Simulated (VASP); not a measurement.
# BaTe (Fm-3m) in VASP: single point with HSE06

Aim: the single point of BaTe with HSE06.

Program: VASP 6.6.1. These are calculated values, not measurements. Logs are shortened: lines on timing, memory, paths and dates and some standing lists are left out, and cuts for length are marked.

**1. The cell of the first run**

The structure is cubic, space group Fm-3m (No. 225). Conventional cell: a = 7.065 Å, b = 7.065 Å, c = 7.065 Å, α = 90.00°, β = 90.00°, γ = 90.00°. Ba (site symmetry m-3m) has 6 Te at 3.53 Å within 4.6 Å. Te (site symmetry m-3m) has 6 Ba at 3.53 Å within 4.6 Å.

**2. Single point, HSE06**

The input, POSCAR:

```
BaTe
1.0
    0.0000000000      3.5323792142      3.5323792142
    3.5323792142      0.0000000000      3.5323792142
    3.5323792142      3.5323792142      0.0000000000
Ba Te
1 1
Direct
    0.0000000000      0.0000000000      0.0000000000
    0.5000000000      0.5000000000      0.5000000000
```

The input, INCAR.step1:

```
PREC     = Accurate       # precision mode
ENCUT    = 520            # plane-wave cutoff, eV
EDIFF    = 1E-5           # SCF threshold, eV
ISMEAR   = 0              # smearing method
SIGMA    = 0.01           # smearing width, eV
LREAL    = False          # projectors in reciprocal space
LASPH    = True           # aspherical terms in the spheres
NELM     = 100            # most SCF steps
ALGO     = Normal         # electronic algorithm
ISIF     = 2              # what is computed and relaxed
LWAVE    = True           # write WAVECAR
LCHARG   = False          # write CHGCAR
GGA      = PE             # functional
NBANDS   = 15             # bands
```

The input, INCAR.step2:

```
PREC     = Accurate       # precision mode
ENCUT    = 520            # plane-wave cutoff, eV
EDIFF    = 1E-7           # SCF threshold, eV
ISMEAR   = 0              # smearing method
SIGMA    = 0.01           # smearing width, eV
LREAL    = False          # projectors in reciprocal space
LASPH    = True           # aspherical terms in the spheres
NELM     = 100            # most SCF steps
ALGO     = Normal         # electronic algorithm
ISIF     = 2              # what is computed and relaxed
LWAVE    = False          # write WAVECAR
LCHARG   = False          # write CHGCAR
GGA      = PE             # functional
LHFCALC  = True           # exact exchange
HFSCREEN = 0.2079         # screening, 1/A
PRECFOCK = Normal       
ISTART   = 1            
NBANDS   = 15             # bands
```

The input, KPOINTS:

```
Automatic mesh
0
Gamma
  4 4 4
```

Potentials or basis: VASP PAW PBE potentials, release 64 (Ba_sv, Te).

Started as:

```sh
$ cat potpaw_PBE.64/Ba_sv/POTCAR potpaw_PBE.64/Te/POTCAR > POTCAR
$ cp INCAR.step1 INCAR
$ mpirun -np 1 vasp_std > vasp.out
$ cp INCAR.step2 INCAR
$ mpirun -np 1 vasp_std > vasp.out
```

OUTCAR:

```text
PREC = Accurate
   ENCUT = 520
   EDIFF = 1E-7
   ISMEAR = 0
   LREAL = False
   LASPH = True
   NELM = 100
   ISIF = 2
   GGA = PE
   LHFCALC = True
   HFSCREEN = 0.2079
   PRECFOCK = Normal
   ISTART = 1

 ion  position               nearest neighbor table
   1  0.000  0.000  0.000-   2 3.53   2 3.53   2 3.53   2 3.53   2 3.53   2 3.53
   2  0.500  0.500  0.500-   1 3.53   1 3.53   1 3.53   1 3.53   1 3.53   1 3.53

  LATTYP: Found a face centered cubic cell.
 ALAT       =     7.0647584284

  Lattice vectors:

 A1 = (   0.0000000000,   3.5323792142,   3.5323792142)
 A2 = (   3.5323792142,   0.0000000000,   3.5323792142)
 A3 = (   3.5323792142,   3.5323792142,   0.0000000000)

Analysis of symmetry for initial positions (statically):
=====================================================================
 Subroutine PRICEL returns:
 Original cell was already a primitive cell.

 Routine SETGRP: Setting up the symmetry group for a
 face centered cubic supercell.

 Subroutine GETGRP returns: Found 48 space group operations
 (whereof 48 operations were pure point group operations)
 out of a pool of 48 trial point group operations.

The static configuration has the point symmetry O_h .

Analysis of symmetry for dynamics (positions and initial velocities):
=====================================================================
 Subroutine PRICEL returns:
 Original cell was already a primitive cell.

 Routine SETGRP: Setting up the symmetry group for a
 face centered cubic supercell.

 Subroutine GETGRP returns: Found 48 space group operations
 (whereof 48 operations were pure point group operations)
 out of a pool of 48 trial point group operations.

The dynamic configuration has the point symmetry O_h .

 Subroutine INISYM returns: Found 48 space group operations
 (whereof 48 operations are pure point group operations),
 and found     1 'primitive' translations

----------------------------------------------------------------------------------------

                                     Primitive cell

  volume of cell :      88.1520

  direct lattice vectors                    reciprocal lattice vectors
     0.000000000  3.532379214  3.532379214    -0.141547657  0.141547657  0.141547657
     3.532379214  0.000000000  3.532379214     0.141547657 -0.141547657  0.141547657
     3.532379214  3.532379214  0.000000000     0.141547657  0.141547657 -0.141547657

  length of vectors
     4.995538592  4.995538592  4.995538592     0.245167733  0.245167733  0.245167733

  position of ions in fractional coordinates (direct lattice)
[... 82 lines left out ...]
     AMIX_MAG =   1.60;   BMIX_MAG =  1.00
  volume/ion in A,a.u.               =      44.08       297.44
  Fermi-wavevector in a.u.,A,eV,Ry     =   0.926910  1.751606 11.689607  0.859162
  Thomas-Fermi vector in A             =   2.052923
   LORBIT       =      0    0 simple, 1 ext, 2 COOP (PROOUT), +10 PAW based schemes
   GGA     = PE    functional components
   LHFCALC =     T    Hartree Fock is set to
   PRECFOCK=normal    Normal, Fast or Accurate (Low or Medium for compatibility)
   ENCUT4O =  -1.0   cutoff for four orbital integrals eV
   NKREDX  =     1    reduce k-point grid by
   NKREDY  =     1    reduce k-point grid by
   NKREDZ  =     1    reduce k-point grid by
   AEXX    =    0.2500 exact exchange contribution
   HFSCREEN=    0.2079 screening length (either q_TF or 0.3 A-1)
   HFSCREENC=   0.2079 screening length for correlation (either q_TF or 0.3 A-1)
   ENCUTFOCK=  -1.0 apply spherical cutoff to Coloumb kernel
   IVDW    =     0    specifies the selected vdW correction
   LEPSILON=     F    determine dielectric tensor
   LRPA    =     F    only Hartree local field effects (RPA)
 non-spin polarized calculation
 Gauss-broadening in eV      SIGMA  =   0.01
  energy-cutoff  :      520.00
  volume of cell :       88.15
 maximum number of plane-waves:      2421
 NGX is ok and might be reduce to    40
  NGX = 28; NGY = 28; NGZ = 28

 number of electron      16.0000000 magnetization

 Free energy of the ion-electron system (eV)
  ---------------------------------------------------
  ext. energy  EPLUGINS =         0.00000000
  ---------------------------------------------------
  free energy    TOTEN  =        -9.80064803 eV

  energy without entropy =       -9.80064803  energy(sigma->0) =       -9.80064803

 E-fermi :   1.6891     XC(G=0):  -6.8277

 val. band max:        1.5926039117   @ k =   0.0000   0.0000   0.0000
 cond. band min:       3.8896722458   @ k =   0.5000   0.5000   0.0000
 fundamental gap:      2.2970683342
 Fermi energy:         1.6890767023

 k-point     1 :       0.0000    0.0000    0.0000
  band No.  band energies     occupation
      1     -27.4067      2.00000
      2     -11.4940      2.00000
      3     -11.4940      2.00000
      4     -11.4940      2.00000
      5      -8.7345      2.00000
      6       1.5926      2.00000
      7       1.5926      2.00000
      8       1.5926      2.00000
      9       5.1343      0.00000
     10       5.3798      0.00000
     11       5.3798      0.00000
     12       5.3798      0.00000
     13       5.9785      0.00000
     14       5.9785      0.00000
[... 113 lines left out ...]
      2     -11.6466      2.00000
      3     -11.6403      2.00000
      4     -11.6403      2.00000
      5      -8.2857      2.00000
      6       0.2774      2.00000
      7       0.5827      2.00000
      8       0.5827      2.00000
      9       5.9446      0.00000
     10       5.9447      0.00000
     11       7.2460      0.00000
     12       7.5992      0.00000
     13       8.3530      0.00000
     14      10.5882      0.00000
     15      10.6723      0.00000

------------------------ aborting loop because EDIFF is reached ----------------------------------------

  FORCE on cell =-STRESS in cart. coord.  units (eV):
  Direction    XX          YY          ZZ          XY          YZ          ZX
  --------------------------------------------------------------------------------------
  -------------------------------------------------------------------------------------
  Total       -0.0080595     -0.0080595     -0.0080595      0.0000000      0.0000000     -0.0000000
  in kB       -0.1464823     -0.1464823     -0.1464823      0.0000000      0.0000000     -0.0000000
  external PRESSURE =      -0.1464823 kB  Pullay stress =       0.0000000 kB

 VOLUME and BASIS-vectors are now :
 -----------------------------------------------------------------------------
  energy-cutoff  :      520.00
  volume of cell :       88.15
      direct lattice vectors                 reciprocal lattice vectors
     0.000000000  3.532379214  3.532379214    -0.141547657  0.141547657  0.141547657
     3.532379214  0.000000000  3.532379214     0.141547657 -0.141547657  0.141547657
     3.532379214  3.532379214  0.000000000     0.141547657  0.141547657 -0.141547657

 POSITION                                       TOTAL-FORCE (eV/Angst)
 -----------------------------------------------------------------------------------
      0.00000      0.00000      0.00000         0.000000      0.000000      0.000000
      3.53238      3.53238      3.53238         0.000000      0.000000      0.000000
 -----------------------------------------------------------------------------------
    total drift:                                0.000000      0.000000     -0.000000

  FREE ENERGIE OF THE ION-ELECTRON SYSTEM (eV)
  ---------------------------------------------------
  free  energy   TOTEN  =        -9.8006480281 eV

  energy  without entropy=       -9.8006480281  energy(sigma->0) =       -9.80064803
```

Wall time 28 min (1 thread of Intel Xeon 8259CL, shared host); peak memory 0.37 GiB.

What came out:

```yaml
Free_energy: -9.8006 eV
Pressure: 0.0 GPa
Band_gap_on_the_k_mesh: 2.30 eV (least direct gap 2.73 eV)
```

Caveat: the PAW data sets were made with another functional, which shifts forces and pressure a little; spin-orbit coupling is left out, which moves the levels of the heavy elements.
